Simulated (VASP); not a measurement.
Input of a VASP 6.6.1 run:

INCAR

```
SYSTEM = SiC30
  PREC = Accurate
  ENCUT = 520
  EDIFF = 1E-6
  ISMEAR = 0
  SIGMA = 0.02
  LREAL = Auto
  LASPH = .TRUE.
  NELM = 60
  ALGO = Normal
  ISIF = 2
  LWAVE = .FALSE.
  LCHARG = .TRUE.
  GGA = PE
  IVDW = 12
  LELF = .TRUE.
  LVHAR = .TRUE.
  NBANDS = 83
```

The input KPOINTS:

```
Automatic mesh
0
Gamma
  2 2 2
  0.5 0.5 0.5
```

The input POSCAR:

```
SiC30
1.0
    5.6709571555      0.0000000000     -3.4026574436
   -2.8677434780     -4.9298468454     -3.3594911955
   -2.8677434780      4.9298468454     -3.3594911955
Si C
1 30
Direct
    0.3741633294      0.1267727512      0.4990301575
    0.6564067129      0.7944004873      0.5292242980
    0.9139508576      0.5404876122      0.5389869571
    0.4461608150      0.3040073676      0.3041229899
    0.1419845997      0.2668067388      0.5341109860
    0.6703057405      0.0380793532      0.2799801743
    0.9161947162      0.7869404707      0.2885546025
    0.4186485644      0.5452821520      0.0435976012
    0.1688656805      0.5349019375      0.2939232546
    0.6678897048      0.2971411491      0.0354851503
    0.9154425205      0.0422891234      0.0404125945
    0.4181422769      0.8082678063      0.7953860674
    0.1671951922      0.7906843521      0.0448177735
    0.6629585130      0.5518419762      0.7879892718
    0.9112868362      0.2979287166      0.7936360026
    0.1627101713      0.0457898705      0.8029758677
    0.5690227492      0.9495563870      0.4270659161
    0.8296042575      0.7083024578      0.4545655692
    0.0777913752      0.4453108861      0.4550777210
    0.5932364720      0.2155058183      0.2028954874
    0.8377446404      0.9564650224      0.2053400654
    0.0852191243      0.7017441301      0.2102509710
    0.5846662793      0.4666525782      0.9570195360
    0.3439717936      0.4591566637      0.2167661722
    0.8328298469      0.2113314340      0.9578004654
    0.0795898580      0.9556762737      0.9619417828
    0.5792777335      0.7186736548      0.7043306129
    0.3342290420      0.7131001781      0.9592542754
    0.8283862462      0.4629025956      0.7060188704
    0.0702360496      0.2078094982      0.7105214643
    0.3391360024      0.9867718813      0.7311651577
```

Potentials or basis: VASP PAW PBE potentials, release 64 (Si, C).

The run is started by

```console
$ cat potpaw_PBE.64/Si/POTCAR potpaw_PBE.64/C/POTCAR > POTCAR
$ mpirun -np 1 vasp_std > vasp.out
```

(1) Estimate the largest force.

(2) Predict the band gap on the k mesh.

Answers

(1) 0.169 eV/Å.

(2) 0.42 eV.
